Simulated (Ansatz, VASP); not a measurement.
BN in VASP and in Ansatz

```xyz
4
Lattice="2.5122 0.0000 0.0000 -1.2561 2.1756 0.0000 0.0000 0.0000 8.3437" Properties=species:S:1:pos:R:3 pbc="T T T"
B    -0.0707    1.3797    2.0859
B     1.1854    0.6545    6.2578
N     0.0000    1.4504    6.2578
N     1.2561    0.7252    2.0859
```

Change from the starting cell: all B atoms moved -0.100 Å, as atom 1 along Cartesian [1 1 0].

Alike in both runs: task single point; functional PBE; k mesh 12 × 12 × 4; occupations gaussian, width 0.05 eV; no spin polarisation.

|  | VASP | Ansatz |
| --- | --- | --- |
| version | VASP 6.6.1 | Ansatz 0.2.0 |
| potentials or method | VASP PAW PBE potentials, release 64 (B, N), cutoff 520 eV | scalar-relativistic, plane waves, PAW |
| valence electrons in the cell | 16 | 16 |

|  | VASP | Ansatz | Ansatz less VASP |
| --- | --- | --- | --- |
| gap on the k mesh at the Fermi level (eV) | 4.19 | 4.19 | +0.007 |
| least direct gap on the mesh (eV) | 4.60 | 4.59 | -0.001 |
| pressure (GPa) | 3.0 | 3.0 | 0.00 |
| traceless stress, the component that is largest in VASP (GPa) | -3.09 | -2.96 | +0.126 |
| rms of the force components (eV/Å) | 2.374 | 2.381 | +0.0063 |

Atom by atom the forces differ by 0.006 eV/Å (rms over components).
